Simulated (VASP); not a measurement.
## YbH3: single point with PBE

The system is YbH3.

```xyz
4
Lattice="0.0000 2.6050 2.6050 2.6050 0.0000 2.6050 2.6050 2.6050 0.0000" Properties=species:S:1:pos:R:3 pbc="T T T"
Yb   -0.0125   -0.0043    0.0511
H     2.5337    2.6194    2.5837
H     1.3171    1.2699    1.2836
H     3.8813    3.9253    3.8867
```

```json
{
  "Program": "VASP 6.6.1",
  "Task": "single point",
  "Functional": "PBE",
  "Potentials or basis": "VASP PAW PBE potentials, release 64 (Yb, H)",
  "Cutoff": "520 eV",
  "k mesh": "6 × 6 × 6",
  "Occupations": "gaussian, width 0.025 eV",
  "Spin": "collinear spin, ferromagnetic start",
  "Starting moments": "[1.0, 0.0, 0.0, 0.0] μB"
}
```

* Pressure: -5.5 GPa
* Largest force: 0.339 eV/Å
* Net moment: 0.17 μB per cell
* Site moments: Yb +0.14; H +0.01, +0.00 (each value once) μB
* Valence electrons inside the program's atomic spheres: Yb 22.05; H 0.46, 0.55 (each value once)

Forces in eV/Å, atoms in the order of the input:
```
Yb   0.014  0.002 -0.339
H    0.063 -0.020 -0.006
H   -0.114  0.100  0.166
H    0.037 -0.082  0.179
```

Stress tensor (GPa, compression positive):
```
-5.50 -0.07  0.45
-0.07 -5.53 -0.34
 0.45 -0.34 -5.48
```

Levels at points of the mesh, in eV from the Fermi level:
Spin up:
```csv
k point,band 10,band 11,band 12,band 13,band 14,band 15,band 16,band 17,band 18,band 19
"(0.00, 0.00, 0.00)",-0.41,-0.41,-0.40,1.13,2.50,3.16,3.19,3.25,5.83,5.84
"(0.50, 0.00, 0.00)",-0.46,-0.46,-0.44,-0.40,1.08,2.90,3.01,7.29,7.32,7.52
"(0.00, 0.50, 0.00)",-0.46,-0.46,-0.45,-0.41,1.18,2.94,2.97,7.23,7.31,7.32
"(0.00, 0.00, 0.50)",-0.46,-0.46,-0.45,-0.40,1.12,2.91,3.02,7.29,7.32,7.41
"(0.50, 0.50, 0.50)",-0.46,-0.46,-0.45,-0.40,1.14,2.91,2.99,7.30,7.32,7.38
"(0.50, 0.50, 0.00)",-0.49,-0.48,-0.48,-0.47,-0.37,6.78,6.93,7.23,7.52,7.73
"(0.00, 0.50, 0.50)",-0.49,-0.48,-0.48,-0.47,-0.37,6.74,6.87,7.25,7.52,7.71
"(0.50, 0.00, 0.50)",-0.49,-0.48,-0.48,-0.47,-0.36,6.69,6.88,7.31,7.52,7.70
```
Spin down:
```
           k point  band 10  band 11  band 12  band 13  band 14  band 15  band 16  band 17
(0.00, 0.00, 0.00)    -0.34    -0.34    -0.34     1.21     2.54     3.18     3.21     3.27
(0.50, 0.00, 0.00)    -0.34    -0.33    -0.33    -0.31     1.16     2.92     3.03     7.31
(0.00, 0.50, 0.00)    -0.34    -0.33    -0.33    -0.30     1.24     2.96     2.99     7.25
(0.00, 0.00, 0.50)    -0.35    -0.33    -0.33    -0.30     1.19     2.93     3.04     7.32
(0.50, 0.50, 0.50)    -0.34    -0.34    -0.33    -0.30     1.21     2.93     3.01     7.32
(0.50, 0.50, 0.00)    -0.42    -0.35    -0.34    -0.32    -0.24     6.81     6.95     7.26
(0.00, 0.50, 0.50)    -0.42    -0.36    -0.34    -0.33    -0.23     6.77     6.90     7.28
(0.50, 0.00, 0.50)    -0.43    -0.36    -0.34    -0.33    -0.23     6.71     6.90     7.33
```

It took 2.8 min on 1 thread of Intel(R) Xeon(R) 6975P-C (Granite Rapids), with other jobs on the host, peak memory 0.3 GiB.

Caveat: the cell stands under tension; spin-orbit coupling is left out, which moves the levels of the heavy elements. The state reached can hang on the start; a lower one may exist.
